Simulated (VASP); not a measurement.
Runs of VASP 6.6.1 on MgO. The structure is that of space group Fm-3m (No. 225), or close to it. The cells are those of the table. 

```tsv
level	potentials or basis	cell	cutoff (eV)	smearing	second run	gap on the mesh (eV)	pressure (GPa)
r2SCAN	VASP PAW PBE potentials, release 64 (Mg, O)	a = 2.973, b = 3.013, c = 3.013 Å, angles 59.1, 60.4, 60.4°, 2 atoms	520	gaussian 0.01 eV	-	5.36	-5.1
r2SCAN	VASP PAW PBE potentials, release 64 (Mg_sv, O)	a = 3.045 Å, angles 58.4°, 2 atoms	660	gaussian 0.01 eV	valence_matched	(b)	-5.7
PBE	VASP PAW PBE potentials, release 64 (Mg, O)	a = 2.973, b = 3.013, c = 3.013 Å, angles 59.1, 60.4, 60.4°, 2 atoms	520	fermi-dirac 0.02 eV	-	(c)	0.8
r2SCAN	VASP PAW PBE potentials, release 64 (Mg, O)	a = 3.045 Å, angles 58.4°, 2 atoms	520	gaussian 0.01 eV	-	(a)	-6.6
r2SCAN	VASP PAW PBE potentials, release 64 (Mg, O)	a = 2.986, b = 2.986, c = 2.973 Å, angles 60.1, 60.1, 59.7°, 2 atoms	520	gaussian 0.01 eV	-	5.56	-2.5
```

Alike in all rows: task single point; no spin polarisation; k mesh 10 × 10 × 10.

Question: Estimate the missing entries.

Answer: (a) 5.19; (b) 5.24; (c) 4.49.

Caveats: the PAW data sets were made with another functional, which shifts forces and pressure a little (some runs).

The runs don't all hold the same shells in valence.
